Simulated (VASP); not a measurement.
A run of VASP 6.6.1:

INCAR

```
  PREC = Accurate
  ENCUT = 520
  EDIFF = 1E-7
  ISMEAR = -1
  SIGMA = 0.05
  LREAL = Auto
  LASPH = True
  NELM = 80
  ALGO = Normal
  ISIF = 2
  LWAVE = False
  LCHARG = False
  GGA = CA
  NBANDS = 53
```

File KPOINTS:

```
Automatic mesh
0
Gamma
  2 2 2
```

File POSCAR:

```
Si16Ge
1.0
    0.0000000000      5.4300000000      5.4300000000
    5.4300000000      0.0000000000      5.4300000000
    5.4300000000      5.4300000000      0.0000000000
Si Ge
16 1
Direct
    0.0125436464      0.0123022099     -0.0370206262
    0.1162514733      0.1159964088      0.1218013812
   -0.0011794659     -0.0014179558      0.4926844383
    0.1369878453      0.1367486188      0.5896443831
   -0.0251540516      0.5084150092      0.0084593923
    0.1162506446      0.6460801105      0.1218093923
   -0.0011843462      0.5100423573      0.4926924494
    0.1147529466      0.6276534991      0.6300730203
    0.5086620626     -0.0254160221      0.0084791897
    0.6463241252      0.1159965009      0.1218186004
    0.5102816759     -0.0014275322      0.4927011971
    0.6278911602      0.1145016575      0.6300928177
    0.5086576427      0.5084057090      0.0084942910
    0.6110645488      0.6107982505      0.1674833333
    0.4879626151      0.4877127072      0.5367473297
    0.6278852670      0.6276416206      0.6301081031
    0.3508263352      0.3505760589      0.9481556169
```

Potentials or basis: VASP PAW LDA potentials, release 64 (Si, Ge_d).

The run is started by

```bash
$ cat potpaw_LDA.64/Si/POTCAR potpaw_LDA.64/Ge_d/POTCAR > POTCAR
$ mpirun -np 1 vasp_std > vasp.out
```

Hardware: 1 thread of Intel Xeon 8259CL, with other jobs on the host.

Task: Estimate the wall time of this run.

Result: It took 6.1 min on 1 thread of Intel Xeon 8259CL (shared host), peak memory 0.4 GiB. Counts: scf iterations 14, k points 8.
